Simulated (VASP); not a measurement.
A run of VASP 6.6.1:

File INCAR:

```
PREC = Accurate
ENCUT = 520
EDIFF = 1E-6
ISMEAR = 0
SIGMA = 0.1
LREAL = F
LASPH = T
NELM = 100
ALGO = Normal
ISIF = 2
LWAVE = F
LCHARG = F
GGA = PE
NBANDS = 16
```

KPOINTS

```
Automatic mesh
0
Gamma
  6 6 4
```

POSCAR

```
CsH5
1.0
    5.4581141738      0.0000000000      0.0000000000
   -2.7290570869      4.7268655312      0.0000000000
    0.0000000000      0.0000000000      7.7870766425
Cs H
1 5
Direct
    0.0000000000      0.0000000000      0.0000000000
    0.5000000000      0.0000000000      0.0000000000
    0.0000000000      0.5000000000      0.0000000000
    0.5000000000      0.5000000000      0.0000000000
    0.0000000000      0.0000000000      0.4519538482
    0.0000000000      0.0000000000      0.5480461518
```

Potentials or basis: VASP PAW PBE potentials, release 64 (Cs_sv, H).

The run is started by

```sh
$ cat potpaw_PBE.64/Cs_sv/POTCAR potpaw_PBE.64/H/POTCAR > POTCAR
$ mpirun -np 1 vasp_std > vasp.out
```

Hardware: 1 thread of AMD EPYC 9R45 96-Core Processor (Zen 5), on a shared host.

Task: Estimate the wall time of this run.

Result: Run time: 52 s on 1 thread of AMD EPYC 9R45 96-Core Processor (Zen 5), with other jobs on the host, peak memory 0.29 GiB. Counts: scf iterations 15, k points 21.
